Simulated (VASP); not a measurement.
Wanted: the native input for a VASP 6.6.1 run.

- Task: relaxation of cell and atoms
- Functional: PBE
- Potentials or basis: VASP PAW PBE potentials, release 64 (Mg, W_sv)
- Cutoff: 600 eV
- k mesh: 16 × 16 × 10
- Occupations: gaussian, width 0.1 eV
- Spin: no spin polarisation
- Dipole correction: no
- Further INCAR settings: ALGO = Fast; EDIFF = 1e-06; IBRION = 2; EDIFFG = -0.01; NSW = 100; ISIF = 3

The structure of MgW lies in POSCAR:

```
MgW
1.0
    2.7103469281      0.0000000000      0.0000000000
    0.0000000000      2.7103469281      0.0000000000
    0.0000000000      0.0000000000      4.6449234225
Mg W
1 1
Direct
    0.0000000000      0.0000000000      0.0000000000
    0.5000000000      0.5000000000      0.5000000000
```

The cell was generated, and may not be a known phase.

One way to write it, as run:

INCAR

```
SYSTEM = MgW
PREC = Accurate
ENCUT = 600
EDIFF = 1E-6
ISMEAR = 0
SIGMA = 0.1
LREAL = .False.
LASPH = .True.
NELM = 100
ALGO = Fast
ISIF = 3
LWAVE = .False.
LCHARG = .False.
GGA = PE
IBRION = 2
NSW = 100
EDIFFG = -0.01
```

KPOINTS

```
regular mesh
0
Gamma
  16 16 10
  0 0 0
```

Potentials or basis: VASP PAW PBE potentials, release 64 (Mg, W_sv).

Command:

```sh
$ cat potpaw_PBE.64/Mg/POTCAR potpaw_PBE.64/W_sv/POTCAR > POTCAR
$ mpirun -np 1 vasp_std > vasp.out
```

Results of the run:

```json
{
 "Relaxed volume": "17.13 Å³/atom",
 "Relaxed cell": "a = 2.719 Å, b = 2.719 Å, c = 4.634 Å, α = 90.00°, β = 90.00°, γ = 90.00°",
 "Space group after relaxing (to 0.1 Å)": "P4/mmm (No. 123)",
 "Energy gained by relaxing": "0.4 meV/atom",
 "Ionic steps": "4",
 "Pressure after relaxing": "0.0 GPa",
 "Band gap on the k mesh": "zero (bands 8 and 9 overlap by 1.56 eV)"
}
```

Caveat: spin-orbit coupling is left out, which moves the levels of the heavy elements.

It took 3 min on 1 thread of Intel(R) Xeon(R) Platinum 8259CL CPU @ 2.50GHz (Skylake/Cascade Lake), on a shared host, peak memory 0.3 GiB.
